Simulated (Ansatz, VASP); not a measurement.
# CdF2 in VASP and in Ansatz

```
Cd F
1.0
     0.00000    2.62106    2.83992
     2.62106    0.00000    2.83992
     2.62106    2.62106    0.00000
Cd F
1 2
Direct
  0.00000 0.00000 0.00000
  0.25000 0.25000 0.25000
  0.75000 0.75000 0.75000
```

Alike in both runs: task single point; functional PBEsol; k mesh 8 × 8 × 8; occupations gaussian, width 0.05 eV; no spin polarisation.

|  | VASP | Ansatz |
| --- | --- | --- |
| version | VASP 6.6.1 | Ansatz 0.2.0 |
| potentials or method | VASP PAW PBE potentials, release 64 (Cd, F), cutoff 520 eV | scalar-relativistic, plane waves, PAW |
| valence electrons in the cell | 26 | 34 |

```tsv
	VASP	Ansatz	Ansatz less VASP
gap on the k mesh at the Fermi level (eV)	2.75	2.78	+0.033
least direct gap on the mesh (eV)	3.20	3.24	+0.031
pressure (GPa)	0.7	-0.1	-0.79
traceless stress, the component that is largest in VASP (GPa)	-5.85	-5.95	-0.104
```

VASP's potentials were made for PBE, not for PBEsol. VASP's potentials hold 26 valence electrons a cell and Ansatz's 34, so a difference there can come from the potentials and not from the codes.
